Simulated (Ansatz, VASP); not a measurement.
**One calculation of TiSi2, two programs**

```
CELL_PARAMETERS angstrom
2.20774 -3.82391 0.00000
-4.41547 0.00000 0.00000
0.00000 0.00000 -5.14615
ATOMIC_POSITIONS crystal
Si 0.00000 0.00000 0.50000
Si 0.00000 0.00000 0.00000
Si 0.66667 0.33333 0.25000
Si 0.66667 0.33333 0.75000
Ti 0.33333 0.66667 0.25000
Ti 0.33333 0.66667 0.75000
```

Alike in both runs: functional PBEsol; k mesh 12 × 12 × 8; occupations gaussian, width 0.1 eV; no spin polarisation.

Ansatz relaxed the structure, and its values are those at the end. VASP's run is a single point on that final structure, the one shown.

|  | VASP | Ansatz |
| --- | --- | --- |
| version | VASP 6.6.1 | Ansatz 0.2.0 |
| potentials or method | VASP PAW PBE potentials, release 64 (Si, Ti_sv), cutoff 520 eV | scalar-relativistic, plane waves, PAW |
| valence electrons in the cell | 40 | 40 |

|  | VASP | Ansatz | Ansatz less VASP |
| --- | --- | --- | --- |
| gap on the k mesh at the Fermi level (eV) | none | none | - |
| pressure (GPa) | 0.0 | 0.0 | -0.05 |

VASP's potentials were made for PBE, not for PBEsol. A gap of «none» marks a metal or a gap that the smearing closes.
